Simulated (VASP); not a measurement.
Write the native input for VASP 6.6.1 that does the following.

- Task: single point
- Functional: LDA
- Potentials or basis: VASP PAW LDA potentials, release 64 (La)
- Cutoff: 520 eV
- k mesh: 12 × 12 × 12
- Occupations: fermi-dirac, width 0.1 eV
- Spin: no spin polarisation
- Dipole correction: no
- Further INCAR settings: ALGO = Normal; EDIFF = 1e-06; NBANDS = 12

The structure of La lies in POSCAR:

```
La
1.0
   -1.9395473058      1.9395473058      1.9395473058
    1.9395473058     -1.9395473058      1.9395473058
    1.9395473058      1.9395473058     -1.9395473058
La
1
Direct
    0.0000000000      0.0000000000      0.0000000000
```

This isn't the form of La at room conditions, which is double hcp.

One way to write it, as run:

INCAR

```
SYSTEM = La
  ALGO = Normal
  EDIFF = 1E-6
  ENCUT = 520
  ISIF = 2
  ISMEAR = -1
  LASPH = .TRUE.
  LCHARG = .TRUE.
  LELF = .TRUE.
  LREAL = .FALSE.
  LVHAR = .TRUE.
  LWAVE = .FALSE.
  NBANDS = 12
  NELM = 80
  PREC = Accurate
  SIGMA = 0.1
```

KPOINTS

```
k-points
0
G
  12 12 12
  0 0 0
```

Potentials or basis: VASP PAW LDA potentials, release 64 (La).

The run is started by

```bash
$ cat potpaw_LDA.64/La/POTCAR > POTCAR
$ mpirun -np 1 vasp_std > vasp.out
```

It gave:

| Property | Result |
| --- | --- |
| Pressure | 4.2 GPa |
| Band gap on the k mesh | zero (an odd number of electrons rules out a gap without spin polarisation) |

Caveat: the cell stands under pressure; spin-orbit coupling is left out, which moves the levels of the heavy elements.

Run time: 44 s on 1 thread of AMD EPYC 7R13, with other jobs on the host, peak memory 0.14 GiB.
